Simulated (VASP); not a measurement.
Ni, 4 atoms in the cell. The structure is hexagonal, space group P6_3/mmc (No. 194). The conventional cell has a = 2.481 Å, b = 2.481 Å, c = 8.127 Å, α = 90.00°, β = 90.00°, γ = 120.00°. Ni (site symmetry -3m) has 12 Ni at 2.48 to 2.49 Å within 3.3 Å. Within 3.3 Å of Ni (site symmetry -6m2) lie 12 Ni at 2.48 to 2.49 Å. This isn't the form of Ni at room conditions, which is fcc.

* Program: VASP 6.6.1
* Task: single point
* Functional: LDA
* Potentials or basis: VASP PAW LDA potentials, release 64 (Ni)
* Cutoff: 520 eV
* k mesh: 17 × 17 × 5
* Occupations: fermi-dirac, width 0.1 eV
* Spin: no spin polarisation
* Dipole correction: no
* Further INCAR settings: ALGO = Normal; EDIFF = 1e-06; NBANDS = 28

Potentials or basis: VASP PAW LDA potentials, release 64 (Ni).

Run with:

```sh
$ cat potpaw_LDA.64/Ni/POTCAR > POTCAR
$ mpirun -np 1 vasp_std > vasp.out
```

Hardware: 1 thread of Intel(R) Xeon(R) Platinum 8259CL CPU @ 2.50GHz (Skylake/Cascade Lake), with other jobs on the host.

**Question.** How long does it take, and how much memory?

**Answer.** Run time: 87 s on 1 thread of Intel(R) Xeon(R) Platinum 8259CL CPU @ 2.50GHz (Skylake/Cascade Lake), with other jobs on the host, peak memory 0.2 GiB. Counts: scf iterations 15, k points 99.
